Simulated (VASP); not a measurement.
Here is a VASP 6.6.1 calculation.

Contents of INCAR:

```
SYSTEM = Sr
PREC = Accurate
ENCUT = 520
EDIFF = 1E-8
ISMEAR = -1
SIGMA = 0.05
LREAL = .False.
LASPH = .True.
NELM = 60
ALGO = Normal
ISIF = 2
LWAVE = .False.
LCHARG = .False.
GGA = CA
LEFG = .True.
NBANDS = 17
```

Contents of KPOINTS:

```
Automatic mesh
0
Gamma
  11 11 11
  0 0 0
```

POSCAR

```
Sr
1.0
   -2.8100000000      2.8600000000      1.5250000000
    2.8100000000     -2.8600000000      1.5250000000
    2.8100000000      2.8600000000     -1.5250000000
Sr
2
Direct
    0.3900000000      0.1100000000      0.2200000000
    0.6100000000      0.8900000000      0.7800000000
```

Potentials or basis: VASP PAW LDA potentials, release 64 (Sr_sv).

Command:

```sh
$ cat potpaw_LDA.64/Sr_sv/POTCAR > POTCAR
$ mpirun -np 1 vasp_std > vasp.out
```

Task: Estimate the pressure.

Result: 23.9 GPa.

Task: Predict the largest force.

Result: 2.420 eV/Å.

Task: Estimate the band gap on the k mesh.

Result: Zero (bands 10 and 11 overlap by 1.26 eV).

Electric field gradients, principal values (V/Å²):
```
atom    least   middle  greatest (by size)
1 Sr  -37.978  -39.757              77.735
2 Sr  -37.978  -39.757              77.735
```

Caveat: the cell differs from its parent crystal (shortest bond scaled by 0.88); the cell stands under pressure; without QUAD_EFG the Cq values of the log hold for a quadrupole moment of 1 mb, not for the nuclei; forces of over 1 eV/Å act on the atoms, so gaps and moduli don't describe the material at rest.
